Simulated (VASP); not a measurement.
# SiC (P6_3mc) in VASP: further runs

SiC is run at these levels: LDA; tasks: single point.

Everything below comes from runs of VASP 6.6.1. Logs are shortened: lines on timing, memory, paths and dates and some standing lists are left out, and cuts for length are marked.

## Step 1: The cell of the first run

It takes space group P6_3mc (No. 186, hexagonal). Conventional cell: a = 3.113 Å, b = 3.113 Å, c = 4.836 Å, α = 90.00°, β = 90.00°, γ = 120.00°. Si (site symmetry 3m) has 4 C at 1.67 to 1.95 Å within 2.2 Å. C (site symmetry 3m) has 4 Si at 1.67 to 1.95 Å within 2.2 Å.

## Step 2: Single point, LDA (c/a of the conventional cell at fixed volume 1.5538)

File INCAR:

```
PREC = Accurate
ENCUT = 520
EDIFF = 1E-6
ISMEAR = 0
SIGMA = 0.05
LREAL = F
LASPH = T
NELM = 60
ALGO = Normal
ISIF = 2
LWAVE = F
LCHARG = F
GGA = CA
NBANDS = 16
```

File KPOINTS:

```
regular mesh
0
Gamma
  12 12 6
```

File POSCAR:

```
SiC
1.0
    3.1125233865      0.0000000000      0.0000000000
   -1.5562616933      2.6955243226      0.0000000000
    0.0000000000      0.0000000000      4.8362388379
Si C
2 2
Direct
    0.3333333333      0.6666666667      0.0046041256
    0.6666666667      0.3333333333      0.5046041256
    0.3333333333      0.6666666667      0.3504926021
    0.6666666667      0.3333333333      0.8504926021
```

Potentials or basis: VASP PAW LDA potentials, release 64 (Si, C).

Run with:

```console
> cat potpaw_LDA.64/Si/POTCAR potpaw_LDA.64/C/POTCAR > POTCAR
> mpirun -np 1 vasp_std > vasp.out
```

OUTCAR:

```text
PREC = Accurate
   ENCUT = 520
   EDIFF = 1E-6
   ISMEAR = 0
   LREAL = F
   LASPH = T
   NELM = 60
   ISIF = 2
   GGA = CA

 ion  position               nearest neighbor table
   1  0.333  0.667  0.005-   3 1.67   4 1.95   4 1.95   4 1.95   2 3.01   2 3.01   2 3.01   2 3.01
                             2 3.01   2 3.01
   2  0.667  0.333  0.505-   4 1.67   3 1.95   3 1.95   3 1.95   1 3.01   1 3.01   1 3.01   1 3.01
                             1 3.01   1 3.01
   3  0.333  0.667  0.350-   1 1.67   2 1.95   2 1.95   2 1.95
   4  0.667  0.333  0.850-   2 1.67   1 1.95   1 1.95   1 1.95

  LATTYP: Found a hexagonal cell.
 ALAT       =     3.1125233865
 C/A-ratio  =     1.5538000000

  Lattice vectors:

 A1 = (   3.1125233865,   0.0000000000,   0.0000000000)
 A2 = (  -1.5562616933,   2.6955243226,   0.0000000000)
 A3 = (   0.0000000000,   0.0000000000,   4.8362388379)

Analysis of symmetry for initial positions (statically):
=====================================================================
 Subroutine PRICEL returns:
 Original cell was already a primitive cell.

 Routine SETGRP: Setting up the symmetry group for a
 hexagonal supercell.

 Subroutine GETGRP returns: Found 12 space group operations
 (whereof  6 operations were pure point group operations)
 out of a pool of 24 trial point group operations.

The static configuration has the point symmetry C_3v.
 The point group associated with its full space group is C_6v.

Analysis of symmetry for dynamics (positions and initial velocities):
=====================================================================
 Subroutine PRICEL returns:
 Original cell was already a primitive cell.

 Routine SETGRP: Setting up the symmetry group for a
 hexagonal supercell.

 Subroutine GETGRP returns: Found 12 space group operations
 (whereof  6 operations were pure point group operations)
 out of a pool of 24 trial point group operations.

The dynamic configuration has the point symmetry C_3v.
 The point group associated with its full space group is C_6v.

 Subroutine INISYM returns: Found 12 space group operations
 (whereof  6 operations are pure point group operations),
 and found     1 'primitive' translations

----------------------------------------------------------------------------------------

                                     Primitive cell

  volume of cell :      40.5755

  direct lattice vectors                    reciprocal lattice vectors
     3.112523386  0.000000000  0.000000000     0.321282727  0.185492669  0.000000000
    -1.556261693  2.695524323  0.000000000     0.000000000  0.370985337  0.000000000
     0.000000000  0.000000000  4.836238838     0.000000000  0.000000000  0.206772253

  length of vectors
     3.112523386  3.112523387  4.836238838     0.370985337  0.370985337  0.206772253

  position of ions in fractional coordinates (direct lattice)
     0.333333333  0.666666667  0.004604126
     0.666666667  0.333333333  0.504604126
     0.333333333  0.666666667  0.350492602
     0.666666667  0.333333333  0.850492602

  ion indices of the primitive-cell ions
   primitive index   ion index
                 1           1
                 2           2
                 3           3
                 4           4

----------------------------------------------------------------------------------------

 KPOINTS: regular mesh

Automatic generation of k-mesh.
 Grid dimensions read from file:
 generate k-points for:   12   12    6

 Generating k-lattice:

  Cartesian coordinates                     Fractional coordinates (reciprocal lattice)
     0.026773561  0.015457722  0.000000000     0.083333333  0.000000000  0.000000000
     0.000000000  0.030915445  0.000000000     0.000000000  0.083333333  0.000000000
     0.000000000  0.000000000  0.034462042     0.000000000  0.000000000  0.166666667

  Length of vectors
     0.030915445  0.030915445  0.034462042

  Shift w.r.t. Gamma in fractional coordinates (k-lattice)
     0.000000000  0.000000000  0.000000000

 Subroutine IBZKPT returns following result:
 ===========================================

 Found     76 irreducible k-points:

 Following reciprocal coordinates:
            Coordinates               Weight
  0.000000  0.000000  0.000000      1.000000
  0.083333  0.000000  0.000000      6.000000
  0.166667  0.000000  0.000000      6.000000
  0.250000  0.000000  0.000000      6.000000
  0.333333  0.000000  0.000000      6.000000
  0.416667  0.000000  0.000000      6.000000
[... 16 lines left out ...]
  0.250000  0.000000  0.166667     12.000000
  0.333333  0.000000  0.166667     12.000000
 [... further k-points ...]
   k-points           NKPTS =     76   k-points in BZ     NKDIM =     76   number of bands    NBANDS=     16
   number of dos      NEDOS =    301   number of ions     NIONS =      4
   total plane-waves  NPLWV =  20736
   dimension x,y,z NGX =    24 NGY =   24 NGZ =   36
   dimension x,y,z NGXF=    48 NGYF=   48 NGZF=   72
[... 65 lines left out ...]
 cond. band min:      10.0755950369   @ k =   0.3333   0.3333   0.0000
 fundamental gap:      1.4622323807
 Fermi energy:         8.8308322988

 k-point     1 :       0.0000    0.0000    0.0000
  band No.  band energies     occupation
      1      -7.2482      2.00000
      2      -2.9759      2.00000
      3      -0.7109      2.00000
      4       6.9145      2.00000
      5       6.9145      2.00000
      6       7.5893      2.00000
[... 8 lines left out ...]
     15      17.6852      0.00000
     16      19.0660      0.00000

 k-point     2 :       0.0833    0.0000    0.0000
  band No.  band energies     occupation
      1      -7.1318      2.00000
      2      -2.8869      2.00000
      3      -0.6028      2.00000
      4       6.2240      2.00000
      5       6.6983      2.00000
      6       7.4107      2.00000
[... 8 lines left out ...]
     15      17.8900      0.00000
     16      18.6000      0.00000

 k-point     3 :       0.1667    0.0000    0.0000
  band No.  band energies     occupation
      1      -6.7859      2.00000
      2      -2.6337      2.00000
      3      -0.2856      2.00000
      4       4.7560      2.00000
      5       6.2155      2.00000
      6       6.7815      2.00000
[... 8 lines left out ...]
     15      18.2544      0.00000
     16      18.3370      0.00000

 k-point     4 :       0.2500    0.0000    0.0000
  band No.  band energies     occupation
      1      -6.2219      2.00000
      2      -2.2732      2.00000
      3       0.2110      2.00000
      4       3.1918      2.00000
      5       5.6885      2.00000
      6       5.6977      2.00000
[... 8 lines left out ...]
     15      18.8855      0.00000
     16      19.1105      0.00000

 k-point     5 :       0.3333    0.0000    0.0000
  band No.  band energies     occupation
      1      -5.4679      2.00000
      2      -1.9834      2.00000
      3       0.7570      2.00000
      4       2.0299      2.00000
      5       4.4604      2.00000
      6       5.2725      2.00000
[... 8 lines left out ...]
     15      19.8151      0.00000
     16      20.5445      0.00000

 k-point     6 :       0.4167    0.0000    0.0000
  band No.  band energies     occupation
      1      -4.6085      2.00000
      2      -2.1489      2.00000
      3       0.9360      2.00000
      4       2.0530      2.00000
      5       3.3556      2.00000
      6       4.9998      2.00000
[... 8 lines left out ...]
     15      20.7576      0.00000
     16      21.0459      0.00000
[... 267 lines left out ...]
 k-point    21 :       0.0833    0.0000    0.1667
  band No.  band energies     occupation
      1      -6.9820      2.00000
      2      -3.6597      2.00000
      3       0.3684      2.00000
      4       6.3341      2.00000
      5       6.7988      2.00000
      6       6.8892      2.00000
[... 8 lines left out ...]
     15      17.4845      0.00000
     16      18.9858      0.00000

 k-point    22 :       0.1667    0.0000    0.1667
  band No.  band energies     occupation
      1      -6.6374      2.00000
      2      -3.3694      2.00000
      3       0.6190      2.00000
      4       4.9080      2.00000
      5       6.2375      2.00000
      6       6.3262      2.00000
[... 8 lines left out ...]
     15      18.1674      0.00000
     16      18.9845      0.00000

 k-point    23 :       0.2500    0.0000    0.1667
  band No.  band energies     occupation
      1      -6.0759      2.00000
      2      -2.9267      2.00000
      3       0.9248      2.00000
      4       3.4507      2.00000
      5       5.0991      2.00000
      6       5.8160      2.00000
[... 8 lines left out ...]
     15      19.1161      0.00000
     16      19.5006      0.00000

 k-point    24 :       0.3333    0.0000    0.1667
  band No.  band energies     occupation
      1      -5.3267      2.00000
      2      -2.4521      2.00000
      3       0.8445      2.00000
      4       2.6982      2.00000
      5       3.8249      2.00000
      6       5.3953      2.00000
[... 8 lines left out ...]
     15      19.9621      0.00000
     16      20.4130      0.00000

 [... further k-points ...]
[... 5 lines left out ...]
  --------------------------------------------------------------------------------------
  -------------------------------------------------------------------------------------
  Total       -3.6987337     -3.6987337     14.0994718      0.0000000      0.0000000      0.0000000
  in kB     -146.0494845   -146.0494845    556.7366438      0.0000000      0.0000000      0.0000000
  external PRESSURE =      88.2125582 kB  Pullay stress =       0.0000000 kB

 VOLUME and BASIS-vectors are now :
 -----------------------------------------------------------------------------
  energy-cutoff  :      520.00
  volume of cell :       40.58
      direct lattice vectors                 reciprocal lattice vectors
     3.112523386  0.000000000  0.000000000     0.321282727  0.185492669  0.000000000
    -1.556261693  2.695524323  0.000000000     0.000000000  0.370985337  0.000000000
     0.000000000  0.000000000  4.836238838     0.000000000  0.000000000  0.206772253

 POSITION                                       TOTAL-FORCE (eV/Angst)
 -----------------------------------------------------------------------------------
     -0.00000      1.79702      0.02227        -0.000000     -0.000000     -5.268591
      1.55626      0.89851      2.44039         0.000000     -0.000000     -5.268591
     -0.00000      1.79702      1.69507         0.000000     -0.000000      5.268591
      1.55626      0.89851      4.11319        -0.000000      0.000000      5.268591
 -----------------------------------------------------------------------------------
    total drift:                               -0.000000      0.000000      0.000006

  FREE ENERGIE OF THE ION-ELECTRON SYSTEM (eV)
  ---------------------------------------------------
  free  energy   TOTEN  =       -32.3207222712 eV

  energy  without entropy=      -32.3207222712  energy(sigma->0) =      -32.32072227
```

Wall time 20 s (1 thread of Intel Xeon 6975P-C, shared host); peak memory 0.16 GiB.

What came out:

- Free energy: -32.3207 eV
- Pressure: 8.8 GPa
- Largest force: 5.269 eV/Å
- Band gap on the k mesh: 1.46 eV, indirect (least direct gap 3.16 eV)

Forces on the atoms (eV/Å):
```
Si   0.000  0.000 -5.269
Si   0.000  0.000 -5.269
C    0.000  0.000  5.269
C    0.000  0.000  5.269
```

Levels at points of the mesh, in eV from the valence-band top:
```csv
k point,band 4,band 5,band 6,band 7,band 8,band 9,band 10,band 11,band 12,band 13
"(0.00, 0.00, 0.00)",-1.70,-1.70,-1.02,0.00,0.00,3.97,6.10,6.10,6.35,8.77
"(0.50, 0.00, 0.00)",-6.14,-5.87,-4.11,-3.71,-0.93,2.23,3.77,6.00,6.54,10.09
"(0.00, 0.00, 0.50)",-4.69,-0.93,-0.93,-0.93,-0.93,5.34,5.34,6.85,6.85,6.85
"(0.50, 0.00, 0.50)",-8.47,-2.69,-2.69,-2.63,-2.63,3.03,3.03,5.63,5.63,9.84
```

Caveat: forces of over 1 eV/Å act on the atoms, so gaps and moduli don't describe the material at rest.

## Step 3: Single point, LDA (c/a of the conventional cell at fixed volume 1.7289)

File INCAR:

```
SYSTEM = SiC
PREC     = Accurate       ! precision mode
ENCUT    = 520            ! plane-wave cutoff, eV
EDIFF    = 1E-6           ! SCF threshold, eV
ISMEAR   = 0              ! smearing method
SIGMA    = 0.05           ! smearing width, eV
LREAL    = .FALSE.        ! projectors in reciprocal space
LASPH    = .TRUE.         ! aspherical terms in the spheres
NELM     = 100            ! most SCF steps
ALGO     = Normal         ! electronic algorithm
ISIF     = 2              ! what is computed and relaxed
LWAVE    = .FALSE.        ! write WAVECAR
LCHARG   = .FALSE.        ! write CHGCAR
GGA      = CA             ! functional
NBANDS   = 16             ! bands
```

File KPOINTS:

```
Automatic mesh
0
G
  12 12 6
  0 0 0
```

File POSCAR:

```
SiC
1.0
    3.0036848971      0.0000000000      0.0000000000
   -1.5018424486      2.6012674258      0.0000000000
    0.0000000000      0.0000000000      5.1930708186
Si C
2 2
Direct
    0.3333333333      0.6666666667      0.0046041256
    0.6666666667      0.3333333333      0.5046041256
    0.3333333333      0.6666666667      0.3803958744
    0.6666666667      0.3333333333      0.8803958744
```

Potentials or basis: VASP PAW LDA potentials, release 64 (Si, C).

Run with:

```console
> cat potpaw_LDA.64/Si/POTCAR potpaw_LDA.64/C/POTCAR > POTCAR
> mpirun -np 1 vasp_std > vasp.out
```

It took 22 s on 1 thread of Intel Xeon 6975P-C, shared host; peak memory 0.16 GiB.

Results (log left out):

| Item | Value |
| --- | --- |
| Free energy | -33.1467 eV |
| Pressure | 1.4 GPa |
| Largest force | 0.406 eV/Å |
| Band gap on the k mesh | 1.91 eV, indirect (least direct gap 4.37 eV) |

Forces on the atoms (eV/Å):
```
Si   0.000  0.000  0.406
Si   0.000  0.000  0.406
C    0.000  0.000 -0.406
C    0.000  0.000 -0.406
```

Stress tensor (GPa, compression positive):
```
 11.08   0.00   0.00
  0.00  11.08   0.00
  0.00   0.00 -17.94
```

Levels at points of the mesh, in eV from the valence-band top:
| k point | band 4 | band 5 | band 6 | band 7 | band 8 | band 9 | band 10 | band 11 | band 12 | band 13 |
| --- | --- | --- | --- | --- | --- | --- | --- | --- | --- | --- |
| (0.00, 0.00, 0.00) | -1.08 | -1.08 | -0.44 | 0.00 | 0.00 | 5.16 | 5.69 | 7.04 | 7.04 | 8.06 |
| (0.50, 0.00, 0.00) | -6.71 | -5.49 | -3.39 | -3.17 | -1.35 | 3.03 | 3.78 | 6.91 | 7.29 | 8.98 |
| (0.00, 0.00, 0.50) | -4.94 | -0.58 | -0.58 | -0.58 | -0.58 | 6.51 | 6.51 | 7.67 | 7.67 | 7.67 |
| (0.50, 0.00, 0.50) | -8.44 | -2.62 | -2.62 | -2.40 | -2.40 | 2.98 | 2.98 | 5.04 | 5.04 | 10.24 |

 A k mesh can miss the band edges.

## Step 4: Single point, LDA (c/a of the conventional cell at fixed volume 1.6413)

File INCAR:

```
SYSTEM = SiC
PREC = Accurate ; ENCUT = 520
EDIFF = 1E-7 ; ISMEAR = 0
SIGMA = 0.05 ; LREAL = .FALSE.
LASPH = .TRUE. ; NELM = 100
ALGO = Normal ; ISIF = 2
LWAVE = .FALSE. ; LCHARG = .FALSE.
NBANDS = 16
```

KPOINTS is that of step 3.

File POSCAR:

```
SiC
1.0
    3.0561890961      0.0000000000      0.0000000000
   -1.5280945481      2.6467373960      0.0000000000
    0.0000000000      0.0000000000      5.0161734257
Si C
2 2
Direct
    0.3333333333      0.6666666667      0.0046041256
    0.6666666667      0.3333333333      0.5046041256
    0.3333333333      0.6666666667      0.3504926021
    0.6666666667      0.3333333333      0.8504926021
```

Run with:

```console
> cat potpaw_LDA.64/Si/POTCAR potpaw_LDA.64/C/POTCAR > POTCAR
> mpirun -np 1 vasp_std > vasp.out
```

Wall time 32 s (1 thread of Intel Xeon 6975P-C, shared host); peak memory 0.16 GiB.

Results (log left out):

| Quantity | Value |
| --- | --- |
| Free energy | -32.7630 eV |
| Pressure | 3.5 GPa |
| Largest force | 3.778 eV/Å |
| Band gap on the k mesh | 1.08 eV, indirect (least direct gap 3.58 eV) |

Forces in eV/Å, atoms in the order of the input:
```
Si   0.000  0.000 -3.778
Si   0.000  0.000 -3.778
C    0.000  0.000  3.778
C    0.000  0.000  3.778
```

Stress tensor (GPa, compression positive):
```
-5.12  0.00  0.00
 0.00 -5.12  0.00
 0.00  0.00 20.85
```

Levels at points of the mesh, in eV from the valence-band top:
```
           k point  band 5  band 6  band 7  band 8  band 9  band 10  band 11  band 12
(0.00, 0.00, 0.00)   -1.44   -1.36    0.00    0.00    4.65     6.03     6.35     6.35
(0.50, 0.00, 0.00)   -6.31   -4.30   -3.52   -1.11    2.47     3.26     6.01     6.52
(0.00, 0.00, 0.50)   -0.78   -0.78   -0.78   -0.78    5.76     5.76     7.08     7.08
(0.50, 0.00, 0.50)   -3.12   -3.12   -2.56   -2.56    2.74     2.74     5.16     5.16
```

Caveat: forces of over 1 eV/Å act on the atoms, so gaps and moduli don't describe the material at rest. A k mesh can miss the band edges.

## Step 5: The runs side by side

| cell | gap on the mesh (eV) | pressure (GPa) | largest force (eV/Å) |
| --- | --- | --- | --- |
| a = 3.113, b = 3.113, c = 4.836 Å, angles 90.0, 90.0, 120.0°, 4 atoms | 1.46 | 8.8 | 5.27 |
| a = 3.004, b = 3.004, c = 5.193 Å, angles 90.0, 90.0, 120.0°, 4 atoms | 1.91 | 1.4 | 0.41 |
| a = 3.056, b = 3.056, c = 5.016 Å, angles 90.0, 90.0, 120.0°, 4 atoms | 1.08 | 3.5 | 3.78 |

Alike in all rows: task single point; level LDA; potentials or basis VASP PAW LDA potentials, release 64 (Si, C); no spin polarisation; k mesh 12 × 12 × 6; cutoff (eV) 520; smearing gaussian 0.05 eV.

Caveats: forces of over 1 eV/Å act on the atoms, so gaps and moduli don't describe the material at rest (some runs).

Total energies depend on the potentials used, so only differences within one code and one set of settings carry meaning.
